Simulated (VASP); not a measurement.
# Bi2Se3 (R-3m) in VASP: a series of runs, part 2 of 2

VASP 6.6.1.

## 3. Single point, PBE (volume scaled by 1.03, then relaxed in part)

INCAR

```
  PREC = Accurate
  ENCUT = 520
  EDIFF = 1E-6
  ISMEAR = 0
  SIGMA = 0.02
  LREAL = False
  LASPH = True
  NELM = 60
  ALGO = Normal
  ISIF = 2
  LWAVE = False
  LCHARG = False
  GGA = PE
  NBANDS = 32
```

KPOINTS

```
regular mesh
0
Gamma
  6 6 6
```

POSCAR

```
Bi2Se3
1.0
    2.0939927582      1.2089672826     10.7435990954
   -2.0939927582      1.2089672826     10.7435990954
    0.0000000000     -2.4179345652     10.7435990954
Bi Se
2 3
Direct
    0.3938781295      0.3938781295      0.3938781295
    0.6061218705      0.6061218705      0.6061218705
    0.0000000000      0.0000000000      0.0000000000
    0.2242129422      0.2242129422      0.2242129422
    0.7757870578      0.7757870578      0.7757870578
```

Potentials or basis: VASP PAW PBE potentials, release 64 (Bi_d, Se).

Launch:

```bash
> cat potpaw_PBE.64/Bi_d/POTCAR potpaw_PBE.64/Se/POTCAR > POTCAR
> mpirun -np 1 vasp_std > vasp.out
```

OUTCAR:

```text
PREC = Accurate
   ENCUT = 520
   EDIFF = 1E-6
   ISMEAR = 0
   LREAL = False
   LASPH = True
   NELM = 60
   ISIF = 2
   GGA = PE

 ion  position               nearest neighbor table
   1  0.394  0.394  0.394-   5 2.88   5 2.88   5 2.88   3 3.11   3 3.11   3 3.11
   2  0.606  0.606  0.606-   4 2.88   4 2.88   4 2.88   3 3.11   3 3.11   3 3.11
   3  0.000  0.000  0.000-   2 3.11   1 3.11   2 3.11   2 3.11   1 3.11   1 3.11
   4  0.224  0.224  0.224-   2 2.88   2 2.88   2 2.88
   5  0.776  0.776  0.776-   1 2.88   1 2.88   1 2.88

  LATTYP: Found a trigonal (rhomboedric) cell.
 ALAT       =    11.0123262340
 COS(alpha) =     0.9276860293

  Lattice vectors:

 A1 = (   2.0939927582,   1.2089672826,  10.7435990954)
 A2 = (  -2.0939927582,   1.2089672826,  10.7435990954)
 A3 = (   0.0000000000,  -2.4179345652,  10.7435990954)

Analysis of symmetry for initial positions (statically):
=====================================================================
 Subroutine PRICEL returns:
 Original cell was already a primitive cell.

 Routine SETGRP: Setting up the symmetry group for a
 trigonal (rhombohedral) supercell.

 Subroutine GETGRP returns: Found 12 space group operations
 (whereof 12 operations were pure point group operations)
 out of a pool of 12 trial point group operations.

The static configuration has the point symmetry D_3d.

Analysis of symmetry for dynamics (positions and initial velocities):
=====================================================================
 Subroutine PRICEL returns:
 Original cell was already a primitive cell.

 Routine SETGRP: Setting up the symmetry group for a
 trigonal (rhombohedral) supercell.

 Subroutine GETGRP returns: Found 12 space group operations
 (whereof 12 operations were pure point group operations)
 out of a pool of 12 trial point group operations.

The dynamic configuration has the point symmetry D_3d.

 Subroutine INISYM returns: Found 12 space group operations
 (whereof 12 operations are pure point group operations),
 and found     1 'primitive' translations

----------------------------------------------------------------------------------------

                                     Primitive cell

  volume of cell :     163.1890

  direct lattice vectors                    reciprocal lattice vectors
     2.093992758  1.208967283 10.743599095     0.238778285  0.137858707  0.031026226
    -2.093992758  1.208967283 10.743599095    -0.238778285  0.137858707  0.031026226
     0.000000000 -2.417934565 10.743599095     0.000000000 -0.275717414  0.031026226

  length of vectors
    11.012326234 11.012326234 11.012326234     0.277457599  0.277457599  0.277457599

  position of ions in fractional coordinates (direct lattice)
     0.393878130  0.393878130  0.393878130
     0.606121870  0.606121870  0.606121870
     0.000000000  0.000000000  0.000000000
     0.224212942  0.224212942  0.224212942
     0.775787058  0.775787058  0.775787058

  ion indices of the primitive-cell ions
   primitive index   ion index
                 1           1
[... 27 lines left out ...]
 ===========================================

 Found     32 irreducible k-points:

 Following reciprocal coordinates:
            Coordinates               Weight
  0.000000  0.000000  0.000000      1.000000
  0.166667  0.000000  0.000000      6.000000
  0.333333  0.000000  0.000000      6.000000
  0.500000  0.000000  0.000000      3.000000
  0.166667  0.166667  0.000000      6.000000
  0.333333  0.166667 -0.000000     12.000000
[... 16 lines left out ...]
  0.500000  0.500000  0.166667      6.000000
 -0.333333  0.500000  0.166667     12.000000
 [... further k-points ...]
   k-points           NKPTS =     32   k-points in BZ     NKDIM =     32   number of bands    NBANDS=     32
   number of dos      NEDOS =    301   number of ions     NIONS =      5
   total plane-waves  NPLWV = 592704
   dimension x,y,z NGX =    84 NGY =   84 NGZ =   84
   dimension x,y,z NGXF=   168 NGYF=  168 NGZF=  168
   ions per type =               2   3
   NGX,Y,Z   is equivalent  to a cutoff of  12.68, 12.68, 12.68 a.u.
   NGXF,Y,Z  is equivalent  to a cutoff of  25.36, 25.36, 25.36 a.u.
 SYSTEM =  unknown system
   PREC   = accura    normal or accurate (medium, high low for compatibility)
   ISTART =      0    job   : 0-new  1-cont  2-samecut
   ICHARG =      2    charge: 1-file 2-atom 10-const
   ISPIN  =      1    spin polarized calculation?
   LNONCOLLINEAR =      F non collinear calculations
   LSORBIT =      F    spin-orbit coupling
   LASPH  =      T    aspherical Exc in radial PAW
   ENCUT  =  520.0 eV  38.22 Ry    6.18 a.u.  20.48 20.48 20.48*2*pi/ulx,y,z
   NELM   =     60;   NELMIN=  2; NELMDL= -5     # of ELM steps
   EDIFF  = 0.1E-05   stopping-criterion for ELM
   LREAL  =      F    real-space projection
   EDIFFG = 0.1E-04   stopping-criterion for IOM
   NSW    =      0    number of steps for IOM
   IBRION =     -1    ionic relax: 0-MD 1-quasi-New 2-CG
   NFREE  =      0    steps in history (QN), initial steepest desc. (CG)
   ISIF   =      2    stress and relaxation
   ISYM   =      2    0-nonsym 1-usesym 2-fastsym
   POTIM  = 0.5000    time-step for ionic-motion
   TEBEG  =    0.0;   TEEND  =   0.0 temperature during run
   PSTRESS=    0.0 pullay stress
   NELECT =      48.0000    total number of electrons
   NUPDOWN=      -1.0000    fix difference up-down
   EMIN   =  10.00;   EMAX   =-10.00  energy-range for DOS
   EFERMI =   0.00;   METHOD = LEGACY
   ISMEAR =     0;   SIGMA  =   0.02  broadening in eV -4-tet -1-fermi 0-gaus
   EFERMI_NEDOS =   21; number of points for ismear=-14 and -15
   IALGO  =     38    algorithm
   IMIX   =      4    mixing-type and parameters
     AMIX     =   0.40;   BMIX     =  1.00
     AMIX_MAG =   1.60;   BMIX_MAG =  1.00
  volume/ion in A,a.u.               =      32.64       220.25
  Fermi-wavevector in a.u.,A,eV,Ry     =   1.088742  2.057424 16.127791  1.185359
  Thomas-Fermi vector in A             =   2.224930
   LORBIT       =      0    0 simple, 1 ext, 2 COOP (PROOUT), +10 PAW based schemes
   GGA     = PE    functional components
   LHFCALC =     F    Hartree Fock is set to
   AEXX    =    0.0000 exact exchange contribution
   IVDW    =     0    specifies the selected vdW correction
   LEPSILON=     F    determine dielectric tensor
   LRPA    =     F    only Hartree local field effects (RPA)
 non-spin polarized calculation
 Gauss-broadening in eV      SIGMA  =   0.02
  energy-cutoff  :      520.00
  volume of cell :      163.19
 maximum number of plane-waves:      4432
 NGX is ok and might be reduce to    84
   NGX = 41   NGY = 41   NGZ = 41

 number of electron      48.0000003 magnetization

 Free energy of the ion-electron system (eV)
  ---------------------------------------------------
  ext. energy  EPLUGINS =         0.00000000
  ---------------------------------------------------
  free energy    TOTEN  =       -20.23461831 eV

  energy without entropy =      -20.23461831  energy(sigma->0) =      -20.23461831

 E-fermi :   3.2118     XC(G=0):  -8.6997

 val. band max:        3.0689382318   @ k =   0.5000   0.5000   0.3333
 cond. band min:       3.8154659975   @ k =   0.0000   0.0000   0.0000
 fundamental gap:      0.7465277657
 Fermi energy:         3.2117570403

 k-point     1 :       0.0000    0.0000    0.0000
  band No.  band energies     occupation
      1     -19.5587      2.00000
      2     -19.5587      2.00000
      3     -19.5574      2.00000
      4     -19.5574      2.00000
      5     -19.5544      2.00000
      6     -19.5523      2.00000
[... 829 lines left out ...]
     31       8.4537      0.00000
     32      10.0073      0.00000

 [... further k-points ...]

------------------------ aborting loop because EDIFF is reached ----------------------------------------

  FORCE on cell =-STRESS in cart. coord.  units (eV):
  Direction    XX          YY          ZZ          XY          YZ          ZX
  --------------------------------------------------------------------------------------
  -------------------------------------------------------------------------------------
  Total       -0.0750655     -0.0750655     -0.0736762      0.0000000      0.0000000      0.0000000
  in kB       -0.7369879     -0.7369879     -0.7233479      0.0000000      0.0000000      0.0000000
  external PRESSURE =      -0.7324412 kB  Pullay stress =       0.0000000 kB

 VOLUME and BASIS-vectors are now :
 -----------------------------------------------------------------------------
  energy-cutoff  :      520.00
  volume of cell :      163.19
      direct lattice vectors                 reciprocal lattice vectors
     2.093992758  1.208967283 10.743599095     0.238778285  0.137858707  0.031026226
    -2.093992758  1.208967283 10.743599095    -0.238778285  0.137858707  0.031026226
     0.000000000 -2.417934565 10.743599095     0.000000000 -0.275717414  0.031026226

 POSITION                                       TOTAL-FORCE (eV/Angst)
 -----------------------------------------------------------------------------------
      0.00000      0.00000     12.69501         0.000000     -0.000000     -0.012038
      0.00000      0.00000     19.53579         0.000000      0.000000      0.012038
      0.00000      0.00000      0.00000         0.000000     -0.000000      0.000000
      0.00000      0.00000      7.22656         0.000000     -0.000000     -0.010347
      0.00000      0.00000     25.00424         0.000000      0.000000      0.010347
 -----------------------------------------------------------------------------------
    total drift:                               -0.000000      0.000000      0.000000

  FREE ENERGIE OF THE ION-ELECTRON SYSTEM (eV)
  ---------------------------------------------------
  free  energy   TOTEN  =       -20.2346183133 eV

  energy  without entropy=      -20.2346183133  energy(sigma->0) =      -20.23461831
```

It took 12 min on 1 thread of Intel Xeon 6975P-C (Granite Rapids), shared host; peak memory 1.1 GiB.

Results:

```
Free energy            : -20.2346 eV
Pressure               : -0.1 GPa
Largest force          : 0.012 eV/Å
Band gap on the k mesh : 0.75 eV, indirect (least direct gap 0.85 eV)
```

Forces on the atoms (eV/Å):
```
Bi   0.000  0.000 -0.012
Bi   0.000  0.000  0.012
Se   0.000  0.000  0.000
Se   0.000  0.000 -0.010
Se   0.000  0.000  0.010
```

Caveat: spin-orbit coupling is left out, which moves the levels of the heavy elements. A k mesh can miss the band edges.

## 4. Single point, PBE (volume scaled by 1.06, then relaxed in part)

INCAR

```
PREC = Accurate ; ENCUT = 520
EDIFF = 1E-6 ; ISMEAR = 0
SIGMA = 0.02 ; LREAL = F
LASPH = T ; NELM = 100
ALGO = Normal ; ISIF = 2
LWAVE = F ; LCHARG = F
GGA = PE ; NBANDS = 32
```

KPOINTS is that of step 3.

POSCAR

```
Bi2Se3
1.0
    2.0937925788      1.2088517090     11.0586337003
   -2.0937925788      1.2088517090     11.0586337003
    0.0000000000     -2.4177034179     11.0586337003
Bi Se
2 3
Direct
    0.3921805942      0.3921805942      0.3921805942
    0.6078194058      0.6078194058      0.6078194058
    0.0000000000      0.0000000000      0.0000000000
    0.2273049651      0.2273049651      0.2273049651
    0.7726950349      0.7726950349      0.7726950349
```

Potentials or basis: VASP PAW PBE potentials, release 64 (Bi_d, Se).

Launch:

```bash
> cat potpaw_PBE.64/Bi_d/POTCAR potpaw_PBE.64/Se/POTCAR > POTCAR
> mpirun -np 1 vasp_std > vasp.out
```

OUTCAR:

```text
PREC = Accurate
   ENCUT = 520
   EDIFF = 1E-6
   ISMEAR = 0
   LREAL = F
   LASPH = T
   NELM = 100
   ISIF = 2
   GGA = PE

 ion  position               nearest neighbor table
   1  0.392  0.392  0.392-   5 2.88   5 2.88   5 2.88   3 3.11   3 3.11   3 3.11
   2  0.608  0.608  0.608-   4 2.88   4 2.88   4 2.88   3 3.11   3 3.11   3 3.11
   3  0.000  0.000  0.000-   2 3.11   1 3.11   2 3.11   2 3.11   1 3.11   1 3.11
   4  0.227  0.227  0.227-   2 2.88   2 2.88   2 2.88
   5  0.773  0.773  0.773-   1 2.88   1 2.88   1 2.88

  LATTYP: Found a trigonal (rhomboedric) cell.
 ALAT       =    11.3198352079
 COS(alpha) =     0.9315746387

  Lattice vectors:

 A1 = (   2.0937925788,   1.2088517090,  11.0586337003)
 A2 = (  -2.0937925788,   1.2088517090,  11.0586337003)
 A3 = (   0.0000000000,  -2.4177034179,  11.0586337003)

Analysis of symmetry for initial positions (statically):
=====================================================================
 Subroutine PRICEL returns:
 Original cell was already a primitive cell.

 Routine SETGRP: Setting up the symmetry group for a
 trigonal (rhombohedral) supercell.

 Subroutine GETGRP returns: Found 12 space group operations
 (whereof 12 operations were pure point group operations)
 out of a pool of 12 trial point group operations.

The static configuration has the point symmetry D_3d.

Analysis of symmetry for dynamics (positions and initial velocities):
=====================================================================
 Subroutine PRICEL returns:
 Original cell was already a primitive cell.

 Routine SETGRP: Setting up the symmetry group for a
 trigonal (rhombohedral) supercell.

 Subroutine GETGRP returns: Found 12 space group operations
[... 118 lines left out ...]
   TEBEG  =    0.0;   TEEND  =   0.0 temperature during run
   PSTRESS=    0.0 pullay stress
   NELECT =      48.0000    total number of electrons
   NUPDOWN=      -1.0000    fix difference up-down
   EMIN   =  10.00;   EMAX   =-10.00  energy-range for DOS
   EFERMI =   0.00;   METHOD = LEGACY
   ISMEAR =     0;   SIGMA  =   0.02  broadening in eV -4-tet -1-fermi 0-gaus
   EFERMI_NEDOS =   21; number of points for ismear=-14 and -15
   IALGO  =     38    algorithm
   IMIX   =      4    mixing-type and parameters
     AMIX     =   0.40;   BMIX     =  1.00
     AMIX_MAG =   1.60;   BMIX_MAG =  1.00
  volume/ion in A,a.u.               =      33.59       226.67
  Fermi-wavevector in a.u.,A,eV,Ry     =   1.078372  2.037828 15.822039  1.162887
  Thomas-Fermi vector in A             =   2.214309
   LORBIT       =      0    0 simple, 1 ext, 2 COOP (PROOUT), +10 PAW based schemes
   GGA     = PE    functional components
   LHFCALC =     F    Hartree Fock is set to
   AEXX    =    0.0000 exact exchange contribution
   IVDW    =     0    specifies the selected vdW correction
   LEPSILON=     F    determine dielectric tensor
   LRPA    =     F    only Hartree local field effects (RPA)
 non-spin polarized calculation
 Gauss-broadening in eV      SIGMA  =   0.02
  energy-cutoff  :      520.00
  volume of cell :      167.94
 maximum number of plane-waves:      4565
   NGX = 43   NGY = 43   NGZ = 43

 number of electron      48.0000001 magnetization

 Free energy of the ion-electron system (eV)
  ---------------------------------------------------
  ext. energy  EPLUGINS =         0.00000000
  ---------------------------------------------------
  free energy    TOTEN  =       -20.23211415 eV

  energy without entropy =      -20.23211415  energy(sigma->0) =      -20.23211415

 E-fermi :   2.9350     XC(G=0):  -8.5198

 val. band max:        2.7777364407   @ k =   0.5000   0.5000   0.3333
 cond. band min:       3.5694171507   @ k =   0.0000   0.0000   0.0000
 fundamental gap:      0.7916807100
 Fermi energy:         2.9350276861

 k-point     1 :       0.0000    0.0000    0.0000
  band No.  band energies     occupation
      1     -19.8135      2.00000
      2     -19.8135      2.00000
      3     -19.8122      2.00000
      4     -19.8122      2.00000
      5     -19.8093      2.00000
      6     -19.8072      2.00000
[... 829 lines left out ...]
     31       8.2117      0.00000
     32       9.7351      0.00000

 [... further k-points ...]
[... 5 lines left out ...]
  --------------------------------------------------------------------------------------
  -------------------------------------------------------------------------------------
  Total       -0.0965096     -0.0965096     -0.0976446     -0.0000000     -0.0000000      0.0000000
  in kB       -0.9207071     -0.9207071     -0.9315359     -0.0000000     -0.0000000      0.0000000
  external PRESSURE =      -0.9243167 kB  Pullay stress =       0.0000000 kB

 VOLUME and BASIS-vectors are now :
 -----------------------------------------------------------------------------
  energy-cutoff  :      520.00
  volume of cell :      167.94
      direct lattice vectors                 reciprocal lattice vectors
     2.093792579  1.208851709 11.058633700     0.238801114  0.137871887  0.030142361
    -2.093792579  1.208851709 11.058633700    -0.238801114  0.137871887  0.030142361
     0.000000000 -2.417703418 11.058633700     0.000000000 -0.275743775  0.030142361

 POSITION                                       TOTAL-FORCE (eV/Angst)
 -----------------------------------------------------------------------------------
      0.00000      0.00000     13.01094         0.000000     -0.000000     -0.012795
      0.00000      0.00000     20.16496         0.000000      0.000000      0.012795
      0.00000      0.00000      0.00000         0.000000      0.000000     -0.000000
      0.00000      0.00000      7.54105         0.000000     -0.000000     -0.010428
      0.00000      0.00000     25.63485         0.000000      0.000000      0.010428
 -----------------------------------------------------------------------------------
    total drift:                                0.000000      0.000000     -0.000000

  FREE ENERGIE OF THE ION-ELECTRON SYSTEM (eV)
  ---------------------------------------------------
  free  energy   TOTEN  =       -20.2321141517 eV

  energy  without entropy=      -20.2321141517  energy(sigma->0) =      -20.23211415
```

OSZICAR:

```text
N       E                     dE             d eps       ncg     rms          rms(c)
DAV:   1     0.457232487129E+03    0.45723E+03   -0.22500E+04  2048   0.149E+03
DAV:   2     0.313169941807E+02   -0.42592E+03   -0.40787E+03  2176   0.388E+02
DAV:   3    -0.189644511659E+02   -0.50281E+02   -0.48151E+02  2672   0.145E+02
DAV:   4    -0.210443224832E+02   -0.20799E+01   -0.20696E+01  2360   0.321E+01
DAV:   5    -0.211230978196E+02   -0.78775E-01   -0.78761E-01  2960   0.624E+00    0.500E+00
DAV:   6    -0.202132083499E+02    0.90989E+00   -0.12562E+00  2848   0.764E+00    0.299E+00
DAV:   7    -0.202235779440E+02   -0.10370E-01   -0.38474E-01  2288   0.256E+00    0.161E+00
DAV:   8    -0.202308048866E+02   -0.72269E-02   -0.43086E-02  2504   0.115E+00    0.522E-01
DAV:   9    -0.202318083913E+02   -0.10035E-02   -0.20692E-03  2904   0.420E-01    0.137E-01
DAV:  10    -0.202320188341E+02   -0.21044E-03   -0.10498E-03  2400   0.161E-01    0.574E-02
DAV:  11    -0.202320782082E+02   -0.59374E-04   -0.12057E-04  2344   0.698E-02    0.324E-02
DAV:  12    -0.202321133049E+02   -0.35097E-04   -0.56607E-05  2304   0.362E-02    0.717E-03
DAV:  13    -0.202321143221E+02   -0.10172E-05   -0.31314E-06  2256   0.150E-02    0.436E-03
DAV:  14    -0.202321141517E+02    0.17040E-06   -0.79514E-07  1496   0.563E-03
   1 F= -.20232114E+02 E0= -.20232114E+02  d E =-.430980E-30
```

It took 11 min on 1 thread of Intel Xeon 6975P-C (Granite Rapids), shared host; peak memory 1.1 GiB.

Results:

```
Free energy            : -20.2321 eV
Pressure               : -0.1 GPa
Largest force          : 0.013 eV/Å
Band gap on the k mesh : 0.79 eV, indirect (least direct gap 0.96 eV)
```

Forces on the atoms (eV/Å):
```
Bi   0.000  0.000 -0.013
Bi   0.000  0.000  0.013
Se   0.000  0.000  0.000
Se   0.000  0.000 -0.010
Se   0.000  0.000  0.010
```

Caveat: spin-orbit coupling is left out, which moves the levels of the heavy elements.

## 5. The runs side by side

| task | cell | cutoff (eV) | gap on the mesh (eV) | pressure (GPa) | largest force (eV/Å) |
| --- | --- | --- | --- | --- | --- |
| relaxation of cell and atoms | relaxed from a = 10.710 Å, angles 22.6°, 5 atoms | 600 | 0.69 | 0.0 | - |
| single point | a = 11.012 Å, angles 21.9°, 5 atoms | 520 | 0.75 | -0.1 | 0.01 |
| single point | a = 11.320 Å, angles 21.3°, 5 atoms | 520 | 0.79 | -0.1 | 0.01 |

Alike in all rows: level PBE; potentials or basis VASP PAW PBE potentials, release 64 (Bi_d, Se); no spin polarisation; k mesh 6 × 6 × 6; smearing gaussian 0.02 eV.

Caveats: spin-orbit coupling is left out, which moves the levels of the heavy elements.

Total energies depend on the potentials used, so only differences within one code and one set of settings carry meaning.
